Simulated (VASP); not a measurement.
Crystal: PtS2.

```
Pt S
1.0
     3.54320    0.00000    0.00000
    -1.77160    3.06850    0.00000
     0.00000    0.00000    5.03880
Pt S
1 2
Direct
  0.00000 0.00000 0.00000
  0.33333 0.66667 0.22700
  0.66667 0.33333 0.77300
```

| Quantity | Value |
| --- | --- |
| Program | VASP 6.6.1 |
| Task | relaxation of cell and atoms |
| Functional | LDA |
| Potentials or basis | VASP PAW LDA potentials, release 64 (Pt, S) |
| Cutoff | 600 eV |
| k mesh | 10 × 10 × 6 |
| Occupations | fermi-dirac, width 0.1 eV |
| Spin | no spin polarisation |

At the start: pressure 3.6 GPa; volume 18.26 Å³/atom.

**Question.** How do energy, volume and symmetry change on relaxing?

**Answer.** Over 27 steps the energy falls by 31.8 meV/atom and the volume is 16.60 Å³/atom (-9.1 %); space group P-3m1 (No. 164, to 0.1 Å) before and after.

Step by step:
| step | energy change (eV) | largest force (eV/Å) | pressure (GPa) | volume (Å³) |
| --- | --- | --- | --- | --- |
| 1 | 0.0000 | 0.8072 | 3.60 | 54.78 |
| 2 | 0.0383 | 0.4669 | -7.54 | 58.10 |
| 3 | -0.0253 | 0.2806 | -1.15 | 56.02 |
| 4 | -0.0371 | 0.1834 | -0.84 | 55.49 |
| 5 | -0.0438 | 0.0324 | -0.36 | 54.69 |
| 6 | -0.0498 | 0.0888 | 0.15 | 54.11 |
| 7 | -0.0629 | 0.2640 | 1.94 | 52.36 |
| 8 | -0.0533 | 0.6320 | 6.75 | 48.86 |
| 9 | -0.0646 | 0.4265 | 3.73 | 51.05 |
| 10 | -0.0654 | 0.4233 | 3.69 | 51.01 |
| 11 | -0.0678 | 0.4136 | 3.58 | 50.89 |
| 12 | -0.0723 | 0.3946 | 3.45 | 50.64 |
| 13 | -0.0798 | 0.3575 | 3.16 | 50.15 |
| 14 | -0.0879 | 0.2743 | 2.78 | 49.14 |
| 15 | -0.0877 | 0.2356 | 2.73 | 48.77 |
| 16 | -0.0880 | 0.2486 | 2.75 | 48.89 |
| 17 | -0.0912 | 0.1975 | 2.02 | 49.16 |
| 18 | -0.0951 | 0.0607 | 0.14 | 49.91 |
| 19 | -0.0951 | 0.0524 | 0.01 | 49.96 |
| 20 | -0.0951 | 0.0557 | 0.07 | 49.94 |
| 21 | -0.0952 | 0.0518 | 0.03 | 49.93 |
| 22 | -0.0953 | 0.0407 | 0.06 | 49.89 |
| 23 | -0.0954 | 0.0179 | 0.05 | 49.82 |
| 24 | -0.0953 | 0.0279 | 0.04 | 49.68 |
| 25 | -0.0954 | 0.0040 | 0.04 | 49.77 |
| 26 | -0.0954 | 0.0019 | 0.04 | 49.77 |
| 27 | -0.0955 | 0.0014 | -0.01 | 49.79 |

Final structure:
```
Pt S
1.0
     3.56292    0.00000    0.00000
    -1.78146    3.08558    0.00000
     0.00000    0.00000    4.52860
Pt S
1 2
Direct
  0.00000 0.00000 0.00000
  0.33333 0.66667 0.26224
  0.66667 0.33333 0.73776
```
